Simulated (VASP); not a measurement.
# BaTiO3 (Amm2) in VASP: notebook

The runs below take BaTiO3 through single point, electric field gradients, with PBEsol.

Everything below comes from runs of VASP 6.6.1. Logs are shortened: lines on timing, memory, paths and dates and some standing lists are left out, and cuts for length are marked.

## 1. The cell of the first run

Symmetry: Amm2, No. 38, orthorhombic system. The conventional cell has a = 3.984 Å, b = 5.674 Å, c = 5.692 Å, α = 90.00°, β = 90.00°, γ = 90.00°. Within 3.7 Å of Ba (site symmetry mm2) lie 12 O at 2.80 to 2.89 Å and 8 Ti at 3.44 to 3.51 Å. Within 2.6 Å of Ti (site symmetry mm2) lie 6 O at 1.95 to 2.07 Å. O (site symmetry mm2) has 2 Ti at 1.99 Å within 2.6 Å. Within 2.6 Å of O (site symmetry m) lie 2 Ti at 1.95 to 2.07 Å.

## 2. Single point, PBEsol

Input file POSCAR:

```
BaTiO3
1.0
    3.9841000000      0.0000000000      0.0000000000
    0.0000000000      2.8370500000      2.8458000000
    0.0000000000     -2.8370500000      2.8458000000
Ba Ti O
1 1 3
Direct
    0.0000000000      0.0000000000      0.0000000000
    0.5000000000      0.5079000000      0.5079000000
    0.0000000000      0.4921000000      0.4921000000
    0.5000000000      0.5025100000      0.9937100000
    0.5000000000      0.9937100000      0.5025100000
```

Input file INCAR.step1:

```
PREC     = Accurate       # precision mode
ENCUT    = 520            # plane-wave cutoff, eV
EDIFF    = 1E-6           # SCF threshold, eV
ISMEAR   = -1             # smearing method
SIGMA    = 0.05           # smearing width, eV
LREAL    = F              # projectors in reciprocal space
LASPH    = T              # aspherical terms in the spheres
NELM     = 80             # most SCF steps
ALGO     = Normal         # electronic algorithm
ISIF     = 2              # what is computed and relaxed
LWAVE    = F              # write WAVECAR
LCHARG   = T              # write CHGCAR
LMAXMIX  = 4              # l up to which the mixer works
GGA      = PS             # functional
NBANDS   = 28             # bands
```

Input file KPOINTS.step1:

```
Automatic mesh
0
Gamma
  8 8 8
```

Input file INCAR.step2:

```
PREC     = Accurate       # precision mode
ENCUT    = 520            # plane-wave cutoff, eV
EDIFF    = 1E-6           # SCF threshold, eV
ISMEAR   = -5             # smearing method
SIGMA    = 0.05           # smearing width, eV
LREAL    = F              # projectors in reciprocal space
LASPH    = T              # aspherical terms in the spheres
NELM     = 80             # most SCF steps
ALGO     = Normal         # electronic algorithm
ISIF     = 2              # what is computed and relaxed
LWAVE    = F              # write WAVECAR
LCHARG   = F              # write CHGCAR
LMAXMIX  = 4              # l up to which the mixer works
GGA      = PS             # functional
LORBIT   = 10             # projections on sites
NBANDS   = 28             # bands
NEDOS    = 2001           # points of the DOS
ICHARG   = 11             # starting density
```

Input file KPOINTS.step2:

```
Automatic mesh
0
Gamma
  12 12 12
```

Potentials or basis: VASP PAW PBE potentials, release 64 (Ba_sv, Ti_sv, O).

Started as:

```
> cat potpaw_PBE.64/Ba_sv/POTCAR potpaw_PBE.64/Ti_sv/POTCAR potpaw_PBE.64/O/POTCAR > POTCAR
> cp INCAR.step1 INCAR
> cp KPOINTS.step1 KPOINTS
> mpirun -np 1 vasp_std > vasp.out
> cp INCAR.step2 INCAR
> cp KPOINTS.step2 KPOINTS
> mpirun -np 1 vasp_std > vasp.out
```

OUTCAR:

```text
PREC = Accurate
   ENCUT = 520
   EDIFF = 1E-6
   ISMEAR = -5
   LREAL = F
   LASPH = T
   NELM = 80
   ISIF = 2
   GGA = PS
   LORBIT = 10
   ICHARG = 11

 ion  position               nearest neighbor table
   1  0.000  0.000  0.000-   3 2.80   4 2.82   5 2.82   4 2.82   5 2.82   4 2.84   5 2.84   5 2.84
                             4 2.84   3 2.84   3 2.84   3 2.89   2 3.44   2 3.44   2 3.47   2 3.47
   2  0.500  0.508  0.508-   4 1.95   5 1.95   3 1.99   3 1.99   5 2.07   4 2.07   1 3.44   1 3.44
                             1 3.47   1 3.47   1 3.47   1 3.47   1 3.51   1 3.51
   3  0.000  0.492  0.492-   2 1.99   2 1.99   1 2.80   1 2.84   1 2.84   1 2.89
   4  0.500  0.503  0.994-   2 1.95   2 2.07   1 2.82   1 2.82   1 2.84   1 2.84
   5  0.500  0.994  0.503-   2 1.95   2 2.07   1 2.82   1 2.82   1 2.84   1 2.84

  LATTYP: Found a base centered orthorhombic cell.
 ALAT       =     5.6741000000
 B/A-ratio  =     1.0030841896
 C/A-ratio  =     0.7021554079

  Lattice vectors:

 A1 = (   0.0000000000,   2.8370500000,  -2.8458000000)
 A2 = (   0.0000000000,   2.8370500000,   2.8458000000)
 A3 = (   3.9841000000,   0.0000000000,   0.0000000000)

Analysis of symmetry for initial positions (statically):
=====================================================================
 Subroutine PRICEL returns:
 Original cell was already a primitive cell.

 Routine SETGRP: Setting up the symmetry group for a
 base centered orthorhombic supercell.

 Subroutine GETGRP returns: Found  4 space group operations
 (whereof  4 operations were pure point group operations)
 out of a pool of  8 trial point group operations.

The static configuration has the point symmetry C_2v.

Analysis of symmetry for dynamics (positions and initial velocities):
=====================================================================
 Subroutine PRICEL returns:
 Original cell was already a primitive cell.

 Routine SETGRP: Setting up the symmetry group for a
 base centered orthorhombic supercell.

 Subroutine GETGRP returns: Found  4 space group operations
 (whereof  4 operations were pure point group operations)
 out of a pool of  8 trial point group operations.

The dynamic configuration has the point symmetry C_2v.

 Subroutine INISYM returns: Found  4 space group operations
 (whereof  4 operations are pure point group operations),
 and found     1 'primitive' translations

----------------------------------------------------------------------------------------

                                     Primitive cell

  volume of cell :      64.3327

  direct lattice vectors                    reciprocal lattice vectors
     3.984100000  0.000000000  0.000000000     0.250997716  0.000000000  0.000000000
     0.000000000  2.837050000  2.845800000     0.000000000  0.176239404  0.175697519
     0.000000000 -2.837050000  2.845800000     0.000000000 -0.176239404  0.175697519

  length of vectors
     3.984100000  4.018386535  4.018386535     0.250997716  0.248857280  0.248857280

  position of ions in fractional coordinates (direct lattice)
     0.000000000  0.000000000  0.000000000
     0.500000000  0.507900000  0.507900000
     0.000000000  0.492100000  0.492100000
     0.500000000  0.502510000  0.993710000
     0.500000000  0.993710000  0.502510000

  ion indices of the primitive-cell ions
   primitive index   ion index
                 1           1
                 2           2
                 3           3
                 4           4
                 5           5

----------------------------------------------------------------------------------------

 KPOINTS: Automatic mesh

Automatic generation of k-mesh.
 Grid dimensions read from file:
 generate k-points for:   12   12   12

 Generating k-lattice:

  Cartesian coordinates                     Fractional coordinates (reciprocal lattice)
     0.020916476  0.000000000  0.000000000     0.083333333  0.000000000  0.000000000
     0.000000000  0.014686617  0.014641460     0.000000000  0.083333333  0.000000000
     0.000000000 -0.014686617  0.014641460     0.000000000  0.000000000  0.083333333

  Length of vectors
     0.020916476  0.020738107  0.020738107

  Shift w.r.t. Gamma in fractional coordinates (k-lattice)
     0.000000000  0.000000000  0.000000000

 TETIRR: Found   2592 inequivalent tetrahedra from    10368

 Subroutine IBZKPT returns following result:
 ===========================================

 Found    301 irreducible k-points:

 Following reciprocal coordinates:
            Coordinates               Weight
  0.000000  0.000000  0.000000      1.000000
  0.083333  0.000000  0.000000      2.000000
  0.166667  0.000000  0.000000      2.000000
  0.250000  0.000000  0.000000      2.000000
  0.333333  0.000000  0.000000      2.000000
  0.416667  0.000000  0.000000      2.000000
[... 16 lines left out ...]
  0.083333  0.250000  0.000000      8.000000
  0.166667  0.250000  0.000000      8.000000
 [... further k-points ...]
   k-points           NKPTS =    301   k-points in BZ     NKDIM =    301   number of bands    NBANDS=     28
   number of dos      NEDOS =   2001   number of ions     NIONS =      5
   total plane-waves  NPLWV =  27000
   dimension x,y,z NGX =    30 NGY =   30 NGZ =   30
   dimension x,y,z NGXF=    60 NGYF=   60 NGZF=   60
   ions per type =               1   1   3
   NGX,Y,Z   is equivalent  to a cutoff of  12.52, 12.41, 12.41 a.u.
   NGXF,Y,Z  is equivalent  to a cutoff of  25.04, 24.82, 24.82 a.u.
 SYSTEM =  unknown system
   PREC   = accura    normal or accurate (medium, high low for compatibility)
   ISTART =      0    job   : 0-new  1-cont  2-samecut
   ICHARG =     11    charge: 1-file 2-atom 10-const
   ISPIN  =      1    spin polarized calculation?
   LNONCOLLINEAR =      F non collinear calculations
   LSORBIT =      F    spin-orbit coupling
   LASPH  =      T    aspherical Exc in radial PAW
   ENCUT  =  520.0 eV  38.22 Ry    6.18 a.u.   7.41  7.47  7.47*2*pi/ulx,y,z
   NELM   =     80;   NELMIN=  2; NELMDL=  0     # of ELM steps
   EDIFF  = 0.1E-05   stopping-criterion for ELM
   LREAL  =      F    real-space projection
   EDIFFG = 0.1E-04   stopping-criterion for IOM
   NSW    =      0    number of steps for IOM
   IBRION =     -1    ionic relax: 0-MD 1-quasi-New 2-CG
   NFREE  =      0    steps in history (QN), initial steepest desc. (CG)
   ISIF   =      2    stress and relaxation
   ISYM   =      2    0-nonsym 1-usesym 2-fastsym
   POTIM  = 0.5000    time-step for ionic-motion
   TEBEG  =    0.0;   TEEND  =   0.0 temperature during run
   PSTRESS=    0.0 pullay stress
   NELECT =      40.0000    total number of electrons
   NUPDOWN=      -1.0000    fix difference up-down
   EMIN   =  10.00;   EMAX   =-10.00  energy-range for DOS
   EFERMI =   0.00;   METHOD = LEGACY
   ISMEAR =    -5;   SIGMA  =   0.05  broadening in eV -4-tet -1-fermi 0-gaus
   EFERMI_NEDOS =   21; number of points for ismear=-14 and -15
   IALGO  =     38    algorithm
   IMIX   =      4    mixing-type and parameters
     AMIX     =   0.40;   BMIX     =  1.00
     AMIX_MAG =   1.60;   BMIX_MAG =  1.00
  volume/ion in A,a.u.               =      12.87        86.83
  Fermi-wavevector in a.u.,A,eV,Ry     =   1.397283  2.640482 26.564002  1.952399
  Thomas-Fermi vector in A             =   2.520554
   LORBIT       =     10    0 simple, 1 ext, 2 COOP (PROOUT), +10 PAW based schemes
   GGA     = PS    functional components
   LHFCALC =     F    Hartree Fock is set to
   AEXX    =    0.0000 exact exchange contribution
   IVDW    =     0    specifies the selected vdW correction
   LEPSILON=     F    determine dielectric tensor
   LRPA    =     F    only Hartree local field effects (RPA)
 non-spin polarized calculation
 Fermi weights with tetrahedron method with Bloechl corrections
  energy-cutoff  :      520.00
  volume of cell :       64.33
 maximum number of plane-waves:      1767
 NGX is ok and might be reduce to    30

 number of electron      39.9999994 magnetization

 Free energy of the ion-electron system (eV)
  ---------------------------------------------------
  ext. energy  EPLUGINS =         0.00000000
  ---------------------------------------------------
  free energy    TOTEN  =       -41.97698070 eV

  energy without entropy =      -41.97698070  energy(sigma->0) =      -41.97698070

 E-fermi :   3.6674     XC(G=0): -11.4980

 val. band max:        3.6663013994   @ k =   0.5000   0.5000   0.5000
 cond. band min:       5.4127994998   @ k =   0.0000   0.0000   0.0000
 fundamental gap:      1.7464981004
 Fermi energy:         3.6674107051

 k-point     1 :       0.0000    0.0000    0.0000
  band No.  band energies     occupation
      1     -52.6795      2.00000
      2     -29.0096      2.00000
      3     -29.0075      2.00000
      4     -29.0036      2.00000
      5     -21.1062      2.00000
      6     -13.1432      2.00000
[... 20 lines left out ...]
     27       8.6201      0.00000
     28      10.8052      0.00000

 k-point     2 :       0.0833    0.0000    0.0000
  band No.  band energies     occupation
      1     -52.6794      2.00000
      2     -29.0095      2.00000
      3     -29.0077      2.00000
      4     -29.0071      2.00000
      5     -21.0980      2.00000
      6     -13.1429      2.00000
[... 20 lines left out ...]
     27       8.7604      0.00000
     28      10.9798      0.00000

 k-point     3 :       0.1667    0.0000    0.0000
  band No.  band energies     occupation
      1     -52.6792      2.00000
      2     -29.0179      2.00000
      3     -29.0091      2.00000
      4     -29.0069      2.00000
      5     -21.0754      2.00000
      6     -13.1562      2.00000
[... 616 lines left out ...]
      3     -29.0074      2.00000
      4     -29.0064      2.00000
      5     -21.0409      2.00000
      6     -13.2029      2.00000
[... 20 lines left out ...]
     27       9.8402      0.00000
     28      12.0757      0.00000

 k-point    24 :       0.1667    0.2500    0.0000
  band No.  band energies     occupation
      1     -52.6787      2.00000
      2     -29.0336      2.00000
      3     -29.0167      2.00000
      4     -29.0069      2.00000
      5     -21.0221      2.00000
      6     -13.1524      2.00000
[... 20 lines left out ...]
     27      10.2097      0.00000
     28      12.0838      0.00000

 [... further k-points ...]

------------------------ aborting loop because EDIFF is reached ----------------------------------------

  FORCE on cell =-STRESS in cart. coord.  units (eV):
  Direction    XX          YY          ZZ          XY          YZ          ZX
  --------------------------------------------------------------------------------------
  -------------------------------------------------------------------------------------
  Total       -0.7468235     -1.0107570     -1.2946084      0.0000000      0.0000000      0.0000000
  in kB      -18.5993149    -25.1724662    -32.2416618      0.0000000      0.0000000      0.0000000
  external PRESSURE =     -25.3378143 kB  Pullay stress =       0.0000000 kB

 VOLUME and BASIS-vectors are now :
 -----------------------------------------------------------------------------
  energy-cutoff  :      520.00
  volume of cell :       64.33
      direct lattice vectors                 reciprocal lattice vectors
     3.984100000  0.000000000  0.000000000     0.250997716  0.000000000  0.000000000
     0.000000000  2.837050000  2.845800000     0.000000000  0.176239404  0.175697519
     0.000000000 -2.837050000  2.845800000     0.000000000 -0.176239404  0.175697519

 POSITION                                       TOTAL-FORCE (eV/Angst)
 -----------------------------------------------------------------------------------
      0.00000      0.00000      0.00000         0.000000     -0.000000      0.087484
      1.99205      0.00000      2.89076         0.000000     -0.000000      0.201689
      0.00000      0.00000      2.80084         0.000000     -0.000000      0.100527
      1.99205     -1.39356      4.25794         0.000000      0.021963     -0.194850
      1.99205      1.39356      4.25794         0.000000     -0.021963     -0.194850
 -----------------------------------------------------------------------------------
    total drift:                                0.000000     -0.000000     -0.000060

  FREE ENERGIE OF THE ION-ELECTRON SYSTEM (eV)
  ---------------------------------------------------
  free  energy   TOTEN  =       -41.9769807038 eV

  energy  without entropy=      -41.9769807038  energy(sigma->0) =      -41.97698070

 total charge

# of ion       s       p       d       tot
------------------------------------------
    1        2.003   5.633   0.335   7.971
    2        2.213   6.273   1.716  10.202
    3        1.559   3.447   0.000   5.006
    4        1.559   3.444   0.000   5.003
    5        1.559   3.444   0.000   5.003
--------------------------------------------------
tot          8.893  22.241   2.051  33.185
```

Run time: 8.3 min. Hardware: 1 thread of Intel Xeon 8259CL, shared host; peak memory 0.58 GiB.

What came out:

* Valence electrons inside the program's atomic spheres: Ba 7.97; Ti 10.20; O 5.01, 5.00 (each value once)

Caveat: the PAW data sets were made with another functional, which shifts forces and pressure a little; spin-orbit coupling is left out, which moves the levels of the heavy elements.

## 3. Electric field gradients, PBEsol (zz strain of +2 %)

Input file INCAR:

```
  PREC = Accurate
  ENCUT = 520
  EDIFF = 1E-8
  ISMEAR = -1
  SIGMA = 0.05
  LREAL = False
  LASPH = True
  NELM = 60
  ALGO = Normal
  ISIF = 2
  LWAVE = False
  LCHARG = False
  GGA = PS
  LEFG = True
  NBANDS = 28
```

Input file KPOINTS:

```
regular mesh
0
Gamma
  8 8 8
```

Changes to POSCAR since step 2:

```diff
@@ -3,4 +3,4 @@
     3.9841000000      0.0000000000      0.0000000000
-    0.0000000000      2.8370500000      2.8458000000
-    0.0000000000     -2.8370500000      2.8458000000
+    0.0000000000      2.8370500000      2.9027160000
+    0.0000000000     -2.8370500000      2.9027160000
 Ba Ti O
```

Potentials or basis: VASP PAW PBE potentials, release 64 (Ba_sv, Ti_sv, O).

Started as:

```
> cat potpaw_PBE.64/Ba_sv/POTCAR potpaw_PBE.64/Ti_sv/POTCAR potpaw_PBE.64/O/POTCAR > POTCAR
> mpirun -np 1 vasp_std > vasp.out
```

OUTCAR:

```text
PREC = Accurate
   ENCUT = 520
   EDIFF = 1E-8
   ISMEAR = -1
   LREAL = False
   LASPH = True
   NELM = 60
   ISIF = 2
   GGA = PS

 ion  position               nearest neighbor table
   1  0.000  0.000  0.000-   4 2.84   5 2.84   4 2.84   5 2.84   3 2.84   3 2.84   4 2.85   5 2.85
                             4 2.85   5 2.85   3 2.86   3 2.95   2 3.47   2 3.47   2 3.47   2 3.47
   2  0.500  0.508  0.508-   4 1.97   5 1.97   3 1.99   3 1.99   5 2.09   4 2.09   1 3.47   1 3.47
                             1 3.47   1 3.47   1 3.48   1 3.48   1 3.56   1 3.56
   3  0.000  0.492  0.492-   2 1.99   2 1.99   1 2.84   1 2.84   1 2.86   1 2.95
   4  0.500  0.503  0.994-   2 1.97   2 2.09   1 2.84   1 2.84   1 2.85   1 2.85
   5  0.500  0.994  0.503-   2 1.97   2 2.09   1 2.84   1 2.84   1 2.85   1 2.85

[... 985 lines left out ...]
   3      21.033    -9.616   -11.417     0.000     0.000     0.000
   4     -15.192     4.425    10.768    -0.000    -0.000   -18.378
   5     -15.192     4.425    10.768     0.000     0.000    18.378
---------------------------------------------------------------------

 Electric field gradients after diagonalization (V/A^2)
 (convention: |V_zz| > |V_xx| > |V_yy|)
----------------------------------------------------------------------
 ion       V_xx      V_yy      V_zz     asymmetry (V_yy - V_xx)/ V_zz
----------------------------------------------------------------------
   1      11.684     0.648   -12.332       0.895
   2      10.687     3.516   -14.203       0.505
   3     -11.417    -9.616    21.033       0.086
   4     -15.192   -11.054    26.246       0.158
   5     -15.192   -11.054    26.246       0.158
----------------------------------------------------------------------

           NMR quadrupolar parameters

 Cq : quadrupolar parameter    Cq=e*Q*V_zz/h
 eta: asymmetry parameters     (V_yy - V_xx)/ V_zz
 Q  : nuclear electric quadrupole moment in mb (millibarn)
----------------------------------------------------------------------
 ion       Cq(MHz)       eta       Q (mb)
----------------------------------------------------------------------
   1      -0.030       0.895       1.000
   2      -0.034       0.505       1.000
   3       0.051       0.086       1.000
   4       0.063       0.158       1.000
   5       0.063       0.158       1.000
----------------------------------------------------------------------
```

It took 5.5 min on 1 thread of Intel Xeon 8259CL, shared host; peak memory 0.31 GiB.

What came out:

- Free energy: -41.9283 eV
- Pressure: -5.6 GPa
- Largest force: 0.318 eV/Å
- Band gap on the k mesh: 1.65 eV (least direct gap 1.82 eV)
- Largest electric field gradient by atom: Ba -12.3; Ti -14.2; O +21.0, +26.2 (each value once) V/Å²

Forces in eV/Å, atoms in the order of the input:
```
Ba   0.000  0.000  0.094
Ti   0.000  0.000  0.318
O    0.000  0.000  0.088
O    0.000  0.070 -0.250
O    0.000 -0.070 -0.250
```

Stress tensor (GPa, compression positive):
```
-3.85  0.00  0.00
 0.00 -3.84  0.00
 0.00  0.00 -9.12
```

Electric field gradients, principal values (V/Å²):
```csv
atom,least,middle,greatest (by size)
1 Ba,0.648,11.684,-12.332
2 Ti,3.516,10.687,-14.203
3 O,-9.616,-11.417,21.033
4 O,-11.054,-15.192,26.246
5 O,-11.054,-15.192,26.246
```

Caveat: the cell differs from its parent crystal (zz strain of +2 %); the cell stands under tension; without QUAD_EFG the Cq values of the log hold for a quadrupole moment of 1 mb, not for the nuclei; the PAW data sets were made with another functional, which shifts forces and pressure a little; spin-orbit coupling is left out, which moves the levels of the heavy elements. A k mesh can miss the band edges.
